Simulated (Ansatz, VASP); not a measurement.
## ScAl3 in VASP and in Ansatz

INCAR

```
ALGO = Normal ; EDIFF = 1E-6
EDIFFG = -0.04 ; ENCUT = 600
GGA = PE ; IBRION = 2
ISIF = 3 ; ISMEAR = 0
LASPH = T ; LCHARG = F
LREAL = F ; LWAVE = F
NELM = 100 ; NSW = 90
PREC = Accurate ; SIGMA = 0.1
```

File KPOINTS:

```
k-points
0
Gamma
  6 6 2
```

Contents of POSCAR:

```
ScAl3
1.0
    2.7285612900      0.0000000000      0.0000000000
   -1.3642806400      2.3630033900      0.0000000000
    0.0000000000      0.0000000000     10.1301292100
Sc Al
1 3
Direct
    0.3333333300      0.6666666700      0.0000000000
    0.3333333300      0.6666666700      0.5000000000
    0.6666666700      0.3333333300      0.2500000000
    0.6666666700      0.3333333300      0.7500000000
```

Input for Ansatz:

```yaml
crystal:
  lattice:
    - [2.72856129, 0.0, 0.0]
    - [-1.36428064, 2.36300339, 0.0]
    - [0.0, 0.0, 10.13012921]
  atoms:
    - { symbol: Sc, position: [0.33333333, 0.66666667, 0.0] }
    - { symbol: Al, position: [0.33333333, 0.66666667, 0.5] }
    - { symbol: Al, position: [0.66666667, 0.33333333, 0.25] }
    - { symbol: Al, position: [0.66666667, 0.33333333, 0.75] }
basis:
  ecutwfc: 420
kpoints:
  mp_grid: { grid: [6, 6, 2] }
hamiltonian:
  xc: pbe
scf:
  occupations: { method: gaussian, width: 0.1 }
  lower_state_search: "off"
output:
  forces: true
  stress: true
  eigenvalues: true
relax:
  adjacent_minimum: "off"
  f_tol: 0.04
  max_steps: 70
  cell: { stress_tol: 0.4 }
```

Alike in both runs: task relaxation of cell and atoms; functional PBE; k mesh 6 × 6 × 2; occupations gaussian, width 0.1 eV; no spin polarisation.

|  | VASP | Ansatz |
| --- | --- | --- |
| version | VASP 6.6.1 | Ansatz 0.2.0 |
| potentials or method | VASP PAW PBE potentials, release 64 (Sc_sv, Al), cutoff 600 eV | scalar-relativistic, plane waves, PAW |
| valence electrons in the cell | 20 | 20 |

|  | VASP | Ansatz | Ansatz less VASP |
| --- | --- | --- | --- |
| gap on the k mesh at the Fermi level, each at its own relaxed structure (eV) | none | none | - |
| relaxed volume (Å³/atom) | 18.48 | 18.44 | -0.035 |
| relaxed cell length with the largest relative difference (Å) | 3.010 | 3.008 | -0.0020 |

A gap of «none» marks a metal or a gap that the smearing closes.

The k mesh is coarse, so the values compare programs but aren't converged.
